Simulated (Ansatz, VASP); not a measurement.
# Ti2InC6 in VASP and in Ansatz

The input INCAR:

```
SYSTEM = Ti2InC6
PREC = Accurate ; ENCUT = 600
EDIFF = 1E-7 ; ISMEAR = 0
SIGMA = 0.1 ; LREAL = .FALSE.
LASPH = .TRUE. ; NELM = 60
ALGO = Normal ; ISIF = 3
LWAVE = .FALSE. ; LCHARG = .FALSE.
GGA = PE ; IBRION = 2
NSW = 90 ; EDIFFG = -0.04
```

File KPOINTS:

```
Automatic mesh
0
G
  4 4 4
  0 0 0
```

File POSCAR:

```
Ti2InC6
1.0
    0.0000000000      3.9088860500      3.9088860500
    3.9088860500      0.0000000000      3.9088860500
    3.9088860500      3.9088860500      0.0000000000
Ti In C
2 1 6
Direct
    0.2500000000      0.2500000000      0.2500000000
    0.7500000000      0.7500000000      0.7500000000
    0.0000000000      0.0000000000      0.0000000000
    0.7638577800      0.2361422200      0.2361422200
    0.2361422200      0.7638577800      0.7638577800
    0.2361422200      0.7638577800      0.2361422200
    0.7638577800      0.2361422200      0.7638577800
    0.2361422200      0.2361422200      0.7638577800
    0.7638577800      0.7638577800      0.2361422200
```

Input for Ansatz:

```yaml
crystal:
  lattice:
    - [0.0, 3.90888605, 3.90888605]
    - [3.90888605, 0.0, 3.90888605]
    - [3.90888605, 3.90888605, 0.0]
  atoms:
    - { symbol: Ti, position: [0.25, 0.25, 0.25] }
    - { symbol: Ti, position: [0.75, 0.75, 0.75] }
    - { symbol: In, position: [0.0, 0.0, 0.0] }
    - { symbol: C, position: [0.76385778, 0.23614222, 0.23614222] }
    - { symbol: C, position: [0.23614222, 0.76385778, 0.76385778] }
    - { symbol: C, position: [0.23614222, 0.76385778, 0.23614222] }
    - { symbol: C, position: [0.76385778, 0.23614222, 0.76385778] }
    - { symbol: C, position: [0.23614222, 0.23614222, 0.76385778] }
    - { symbol: C, position: [0.76385778, 0.76385778, 0.23614222] }
basis:
  ecutwfc: 420
kpoints:
  mp_grid: { grid: [4, 4, 4] }
hamiltonian:
  xc: pbe
scf:
  occupations: { method: gaussian, width: 0.1 }
  lower_state_search: "off"
output:
  forces: true
  stress: true
  eigenvalues: true
relax:
  adjacent_minimum: "off"
  f_tol: 0.04
  max_steps: 70
  cell: { stress_tol: 0.4 }
```

Change from the starting cell: species swapped into the Rb2TcCl6 type (Fm-3m, No. 225).

Alike in both runs: task relaxation of cell and atoms; functional PBE; k mesh 4 × 4 × 4; occupations gaussian, width 0.1 eV; no spin polarisation.

```csv
,VASP,Ansatz
version,VASP 6.6.1,Ansatz 0.2.0
potentials or method,"VASP PAW PBE potentials, release 64 (Ti_sv, In_d, C), cutoff 600 eV","scalar-relativistic, plane waves, PAW"
valence electrons in the cell,61,61
```

```tsv
	VASP	Ansatz	Ansatz less VASP
gap on the k mesh at the Fermi level, each at its own relaxed structure (eV)	none	none	-
relaxed volume (Å³/atom)	9.63	9.63	-0.002
relaxed cell length with the largest relative difference (Å)	4.967	4.967	-0.0003
```

A gap of «none» marks a metal or a gap that the smearing closes.

Noted on VASP's run: the volume moved by over 15 % at a fixed basis, so the end points are rough.
